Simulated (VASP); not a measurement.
Input of a VASP 6.6.1 run:

File INCAR:

```
SYSTEM = Ta
PREC = Accurate
ENCUT = 520
EDIFF = 1E-6
ISMEAR = -1
SIGMA = 0.08
LREAL = .FALSE.
LASPH = .TRUE.
NELM = 60
ALGO = Normal
ISIF = 2
LWAVE = .FALSE.
LCHARG = .FALSE.
NBANDS = 12
```

File KPOINTS:

```
Automatic mesh
0
G
  18 18 18
  0 0 0
```

The input POSCAR:

```
Ta
1.0
   -1.5587543655      1.5587543655      1.5587543655
    1.5587543655     -1.5587543655      1.5587543655
    1.5587543655      1.5587543655     -1.5587543655
Ta
1
Direct
    0.0000000000      0.0000000000      0.0000000000
```

Potentials or basis: VASP PAW LDA potentials, release 64 (Ta_pv).

Launch:

```sh
$ cat potpaw_LDA.64/Ta_pv/POTCAR > POTCAR
$ mpirun -np 1 vasp_std > vasp.out
```

**Question.** Estimate the band gap on the k mesh.

**Answer.** Zero (an odd number of electrons rules out a gap without spin polarisation).

**Question.** Predict the pressure.

**Answer.** 37.2 GPa.

Caveat: the cell stands under pressure; spin-orbit coupling is left out, which moves the levels of the heavy elements.
